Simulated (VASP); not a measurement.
Crystal: AlN.

```
Al N
1.0
     3.11300    0.00000    0.00000
    -1.55650    2.69594    0.00000
     0.00000    0.00000    4.98100
Al N
2 2
Direct
  0.66667 0.33333 0.50000
  0.33333 0.66667 0.00000
  0.66667 0.33333 0.88000
  0.33333 0.66667 0.38000
```

```yaml
Program: VASP 6.6.1
Task: relaxation of cell and atoms
Functional: RPBE
Dispersion: D4
Potentials_or_basis: VASP PAW PBE potentials, release 64 (Al, N)
Cutoff: 600 eV
k_mesh: 10 × 10 × 6
Occupations: fermi-dirac, width 0.05 eV
Spin: no spin polarisation
```

At the start: pressure -4.1 GPa; volume 10.45 Å³/atom.

Task: How do energy, volume and symmetry change on relaxing?

Result: Over 6 steps the energy falls by 3.2 meV/atom and the volume is 10.23 Å³/atom (-2.1 %); space group P6_3mc (No. 186, to 0.05 Å).

Step by step:
| step | energy change (eV) | largest force (eV/Å) | pressure (GPa) | volume (Å³) |
| --- | --- | --- | --- | --- |
| 1 | 0.0000 | 0.1233 | -4.10 | 41.80 |
| 2 | -0.0027 | 0.0980 | 3.83 | 40.21 |
| 3 | -0.0125 | 0.0103 | -0.03 | 40.94 |
| 4 | -0.0127 | 0.0219 | 0.05 | 40.92 |
| 5 | -0.0127 | 0.0240 | 0.07 | 40.92 |
| 6 | -0.0127 | 0.0038 | -0.02 | 40.93 |

Final structure:
```
Al N
1.0
     3.09095    0.00000    0.00000
    -1.54547    2.67684    0.00000
     0.00000    0.00000    4.94709
Al N
2 2
Direct
  0.66667 0.33333 0.49898
  0.33333 0.66667 0.99898
  0.66667 0.33333 0.88102
  0.33333 0.66667 0.38102
```

Caveat: the PAW data sets were made with another functional, which shifts forces and pressure a little.
